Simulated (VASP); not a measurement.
# Au (R-3m) in VASP: further runs

Runs on Au. Level: PBEsol. Tasks: single point.

All numbers are computed with VASP 6.6.1; they aren't measurements. Logs are shortened: lines on timing, memory, paths and dates and some standing lists are left out, and cuts for length are marked.

## (1) The cell of the first run

Symmetry: R-3m, No. 166, trigonal system. The conventional cell has a = 5.906 Å, b = 5.906 Å, c = 1.808 Å, α = 90.00°, β = 90.00°, γ = 120.00°. Within 2.4 Å of Au (site symmetry -3m) lie 2 Au at 1.81 Å.

## (2) Single point, PBEsol

INCAR reads:

```
SYSTEM = Au
ALGO = Fast
EDIFF = 1E-7
ENCUT = 520
GGA = PS
ISIF = 2
ISMEAR = 0
LASPH = .TRUE.
LCHARG = .FALSE.
LREAL = .FALSE.
LWAVE = .FALSE.
NBANDS = 12
NELM = 80
PREC = Accurate
SIGMA = 0.15
```

KPOINTS reads:

```
k-points
0
G
  22 22 22
  0 0 0
```

POSCAR reads:

```
Au
1.0
   -2.4360327815      1.7400234154      1.7400234154
    1.7400234154     -2.4360327815      1.7400234154
    1.7400234154      1.7400234154     -2.4360327815
Au
1
Direct
    0.0000000000      0.0000000000      0.0000000000
```

Potentials or basis: VASP PAW PBE potentials, release 64 (Au).

Run with:

```sh
$ cat potpaw_PBE.64/Au/POTCAR > POTCAR
$ mpirun -np 1 vasp_std > vasp.out
```

OUTCAR:

```text
SYSTEM = Au
   EDIFF = 1E-7
   ENCUT = 520
   GGA = PS
   ISIF = 2
   ISMEAR = 0
   LASPH = .TRUE.
   LREAL = .FALSE.
   NELM = 80
   PREC = Accurate

 ion  position               nearest neighbor table
   1  0.000  0.000  0.000-

  LATTYP: Found a trigonal (rhomboedric) cell.
 ALAT       =     3.4626028771
 COS(alpha) =    -0.4545454545

  Lattice vectors:

 A1 = (  -2.4360327815,   1.7400234154,   1.7400234154)
 A2 = (   1.7400234154,  -2.4360327815,   1.7400234154)
 A3 = (   1.7400234154,   1.7400234154,  -2.4360327815)

Analysis of symmetry for initial positions (statically):
=====================================================================
 Subroutine PRICEL returns:
 Original cell was already a primitive cell.

 Routine SETGRP: Setting up the symmetry group for a
 trigonal (rhombohedral) supercell.

 Subroutine GETGRP returns: Found 12 space group operations
 (whereof 12 operations were pure point group operations)
 out of a pool of 12 trial point group operations.

The static configuration has the point symmetry D_3d.

Analysis of symmetry for dynamics (positions and initial velocities):
=====================================================================
 Subroutine PRICEL returns:
 Original cell was already a primitive cell.

 Routine SETGRP: Setting up the symmetry group for a
 trigonal (rhombohedral) supercell.

 Subroutine GETGRP returns: Found 12 space group operations
 (whereof 12 operations were pure point group operations)
 out of a pool of 12 trial point group operations.

The dynamic configuration has the point symmetry D_3d.

 Subroutine INISYM returns: Found 12 space group operations
 (whereof 12 operations are pure point group operations),
 and found     1 'primitive' translations

----------------------------------------------------------------------------------------

                                     Primitive cell

  volume of cell :      18.2070

  direct lattice vectors                    reciprocal lattice vectors
    -2.436032781  1.740023415  1.740023415     0.159640253  0.399100632  0.399100632
     1.740023415 -2.436032781  1.740023415     0.399100632  0.159640253  0.399100632
     1.740023415  1.740023415 -2.436032781     0.399100632  0.399100632  0.159640253

  length of vectors
     3.462602877  3.462602877  3.462602877     0.586555742  0.586555742  0.586555742

  position of ions in fractional coordinates (direct lattice)
     0.000000000  0.000000000  0.000000000

[... 84 lines left out ...]
   TEBEG  =    0.0;   TEEND  =   0.0 temperature during run
   PSTRESS=    0.0 pullay stress
   NELECT =      11.0000    total number of electrons
   NUPDOWN=      -1.0000    fix difference up-down
   EMIN   =  10.00;   EMAX   =-10.00  energy-range for DOS
   EFERMI =   0.00;   METHOD = LEGACY
   ISMEAR =     0;   SIGMA  =   0.15  broadening in eV -4-tet -1-fermi 0-gaus
   EFERMI_NEDOS =   21; number of points for ismear=-14 and -15
   IALGO  =     68    algorithm
   IMIX   =      4    mixing-type and parameters
     AMIX     =   0.40;   BMIX     =  1.00
     AMIX_MAG =   1.60;   BMIX_MAG =  1.00
  volume/ion in A,a.u.               =      18.21       122.87
  Fermi-wavevector in a.u.,A,eV,Ry     =   1.383968  2.615320 26.060157  1.915367
  Thomas-Fermi vector in A             =   2.508516
   LORBIT       =      0    0 simple, 1 ext, 2 COOP (PROOUT), +10 PAW based schemes
   GGA     = PS    functional components
   LHFCALC =     F    Hartree Fock is set to
   AEXX    =    0.0000 exact exchange contribution
   IVDW    =     0    specifies the selected vdW correction
   LEPSILON=     F    determine dielectric tensor
   LRPA    =     F    only Hartree local field effects (RPA)
 non-spin polarized calculation
 RMM-DIIS sequential band-by-band and
 Gauss-broadening in eV      SIGMA  =   0.15
  energy-cutoff  :      520.00
  volume of cell :       18.21
 maximum number of plane-waves:       507
 NGX is ok and might be reduce to    28

 number of electron      10.9999999 magnetization

 Free energy of the ion-electron system (eV)
  ---------------------------------------------------
  ext. energy  EPLUGINS =         0.00000000
  ---------------------------------------------------
  free energy    TOTEN  =         6.36388980 eV

  energy without entropy =        6.37285008  energy(sigma->0) =        6.36836994

 E-fermi :   9.5856     XC(G=0): -11.9856

 val. band max:        9.5851092438   @ k =  -0.2273   0.1818   0.0000
 cond. band min:       9.5862566427   @ k =  -0.2273   0.1818   0.0909
 fundamental gap:      0.0011473989
 Fermi energy:         9.5856106201

 k-point     1 :       0.0000    0.0000    0.0000
  band No.  band energies     occupation
      1      -7.0174      2.00000
      2      -0.1732      2.00000
      3       1.7886      2.00000
      4       1.7886      2.00000
      5      10.3842      0.00000
      6      10.3842      0.00000
      7      18.0992      0.00000
      8      18.0992      0.00000
      9      19.1198      0.00000
     10      25.7995      0.00000
     11      25.7995      0.00000
     12      26.6246      0.00000
[... 331 lines left out ...]
 k-point    24 :      -0.4545    0.0455    0.0000
  band No.  band energies     occupation
      1      -3.2968      2.00000
      2      -3.1059      2.00000
      3       5.0676      2.00000
      4       5.3663      2.00000
      5       6.5191      2.00000
      6      13.5407      0.00000
      7      21.4103      0.00000
      8      22.3673      0.00000
      9      23.6370      0.00000
     10      28.1714      0.00000
     11      29.1980      0.00000
     12      30.2057      0.00000

 [... further k-points ...]

------------------------ aborting loop because EDIFF is reached ----------------------------------------

  FORCE on cell =-STRESS in cart. coord.  units (eV):
  Direction    XX          YY          ZZ          XY          YZ          ZX
  --------------------------------------------------------------------------------------
  -------------------------------------------------------------------------------------
  Total       23.6962965     23.6962965     23.6962965     23.1223782     23.1223782     23.1223782
  in kB     2085.2207896   2085.2207896   2085.2207896   2034.7172724   2034.7172724   2034.7172724
  external PRESSURE =    2085.2207896 kB  Pullay stress =       0.0000000 kB

 VOLUME and BASIS-vectors are now :
 -----------------------------------------------------------------------------
  energy-cutoff  :      520.00
  volume of cell :       18.21
      direct lattice vectors                 reciprocal lattice vectors
    -2.436032781  1.740023415  1.740023415     0.159640253  0.399100632  0.399100632
     1.740023415 -2.436032781  1.740023415     0.399100632  0.159640253  0.399100632
     1.740023415  1.740023415 -2.436032781     0.399100632  0.399100632  0.159640253

 POSITION                                       TOTAL-FORCE (eV/Angst)
 -----------------------------------------------------------------------------------
      0.00000      0.00000      0.00000         0.000000      0.000000      0.000000
 -----------------------------------------------------------------------------------
    total drift:                                0.000000     -0.000000      0.000000

  FREE ENERGIE OF THE ION-ELECTRON SYSTEM (eV)
  ---------------------------------------------------
  free  energy   TOTEN  =         6.3638898041 eV

  energy  without entropy=        6.3728500806  energy(sigma->0) =        6.36836994
```

It took 13 min on 1 thread of Intel Xeon 8259CL, shared host; peak memory 0.34 GiB.

What came out:

| Property | Result |
| --- | --- |
| Free energy | 6.3639 eV |
| Pressure | 208.5 GPa |
| Band gap on the k mesh | zero (an odd number of electrons rules out a gap without spin polarisation) |

Caveat: atoms lie so close that the PAW spheres overlap strongly, which falsifies energies and pressures; the cell stands under pressure; the PAW data sets were made with another functional, which shifts forces and pressure a little; spin-orbit coupling is left out, which moves the levels of the heavy elements.

## (3) Single point, PBEsol

This run uses another cell than the first one, of the same volume but with other edges.

INCAR reads:

```
SYSTEM = Au
PREC = Accurate ; ENCUT = 520
EDIFF = 1E-7 ; ISMEAR = 0
SIGMA = 0.15 ; LREAL = .FALSE.
LASPH = .TRUE. ; NELM = 80
ALGO = Fast ; ISIF = 2
LWAVE = .FALSE. ; LCHARG = .FALSE.
GGA = PS ; NBANDS = 12
```

KPOINTS reads:

```
regular mesh
0
G
  22 22 22
  0 0 0
```

POSCAR reads:

```
Au
1.0
   -2.0372681725      1.6781145129      1.6781145129
    1.6781145129     -2.0372681725      1.6781145129
    1.6781145129      1.6781145129     -2.0372681725
Au
1
Direct
    0.0000000000      0.0000000000      0.0000000000
```

Potentials or basis: VASP PAW PBE potentials, release 64 (Au).

Run with:

```sh
$ cat potpaw_PBE.64/Au/POTCAR > POTCAR
$ mpirun -np 1 vasp_std > vasp.out
```

Wall time 5.2 min (1 thread of Intel Xeon 8259CL, shared host); peak memory 0.33 GiB.

Results (log left out):

- Free energy: -2.6081 eV
- Pressure: 32.7 GPa
- Band gap on the k mesh: zero (an odd number of electrons rules out a gap without spin polarisation)

Stress tensor (GPa, compression positive):
```
32.65 47.62 47.62
47.62 32.65 47.62
47.62 47.62 32.65
```

Levels at points of the mesh, in eV from the Fermi level:
| k point | band 2 | band 3 | band 4 | band 5 | band 6 | band 7 | band 8 | band 9 |
| --- | --- | --- | --- | --- | --- | --- | --- | --- |
| (0.00, 0.00, 0.00) | -7.27 | -4.24 | -4.24 | -1.10 | -1.10 | 13.38 | 14.42 | 14.42 |
| (0.50, 0.00, 0.00) | -5.86 | -3.15 | -2.81 | -1.09 | 1.95 | 8.31 | 12.15 | 13.18 |
| (0.50, 0.50, 0.00) | -6.02 | -2.33 | -1.25 | -1.04 | -0.78 | 0.83 | 9.05 | 17.06 |
| (0.50, 0.50, 0.50) | -6.87 | -2.30 | -2.30 | 0.06 | 7.03 | 7.58 | 7.58 | 12.47 |

Caveat: the cell stands under pressure; the PAW data sets were made with another functional, which shifts forces and pressure a little; spin-orbit coupling is left out, which moves the levels of the heavy elements.

## (4) Single point, PBEsol

This run uses another cell than the first one, of the same volume but with other edges.

INCAR reads:

```
SYSTEM = Au
ALGO = Fast
EDIFF = 1E-7
ENCUT = 520
GGA = PS
ISIF = 2
ISMEAR = 0
LASPH = .TRUE.
LCHARG = .FALSE.
LREAL = .FALSE.
LWAVE = .FALSE.
NBANDS = 12
NELM = 60
PREC = Accurate
SIGMA = 0.15
```

KPOINTS reads:

```
k-points
0
G
  22 22 22
  0 0 0
```

POSCAR reads:

```
Au
1.0
   -1.2759445813      1.6799115917      1.6799115917
    1.6799115917     -1.2759445813      1.6799115917
    1.6799115917      1.6799115917     -1.2759445813
Au
1
Direct
    0.0000000000      0.0000000000      0.0000000000
```

Run with:

```sh
$ cat potpaw_PBE.64/Au/POTCAR > POTCAR
$ mpirun -np 1 vasp_std > vasp.out
```

Run time: 4.3 min. Hardware: 1 thread of Intel Xeon 8259CL, shared host; peak memory 0.31 GiB.

It converged, with:

```yaml
Free_energy: -3.7414 eV
Pressure: 2.0 GPa
Band_gap_on_the_k_mesh: zero (an odd number of electrons rules out a gap without spin polarisation)
```

Stress tensor (GPa, compression positive):
```
 1.97 -2.11 -2.11
-2.11  1.97 -2.11
-2.11 -2.11  1.97
```

Levels at points of the mesh, in eV from the Fermi level:
| k point | band 3 | band 4 | band 5 | band 6 | band 7 | band 8 | band 9 | band 10 |
| --- | --- | --- | --- | --- | --- | --- | --- | --- |
| (0.00, 0.00, 0.00) | -5.83 | -2.37 | -1.88 | -1.88 | 14.59 | 14.59 | 17.48 | 21.15 |
| (0.50, 0.00, 0.00) | -2.56 | -2.49 | -1.79 | -0.95 | 2.59 | 14.53 | 16.22 | 22.49 |
| (0.50, 0.50, 0.00) | -2.90 | -2.50 | -0.44 | 1.46 | 5.97 | 7.21 | 15.14 | 17.52 |
| (0.50, 0.50, 0.50) | -3.85 | -0.48 | -0.48 | 6.91 | 6.91 | 7.75 | 11.16 | 16.05 |

Caveat: the PAW data sets were made with another functional, which shifts forces and pressure a little; spin-orbit coupling is left out, which moves the levels of the heavy elements.

## (5) The runs side by side

```csv
cell,gap on the mesh (eV),pressure (GPa)
"a = 3.463 Å, angles 117.0°, 1 atom",none,208.5
"a = 3.128 Å, angles 114.3°, 1 atom",none,32.7
"a = 2.697 Å, angles 101.6°, 1 atom",none,2.0
```

Alike in all rows: task single point; level PBEsol; potentials or basis VASP PAW PBE potentials, release 64 (Au); no spin polarisation; k mesh 22 × 22 × 22; cutoff (eV) 520; smearing gaussian 0.15 eV.

Caveats: the PAW data sets were made with another functional, which shifts forces and pressure a little; spin-orbit coupling is left out, which moves the levels of the heavy elements; the cell stands under pressure (at least some runs); atoms lie so close that the PAW spheres overlap strongly, which falsifies energies and pressures (at least some runs).

Absolute energies hang on the potentials; compare differences alone.
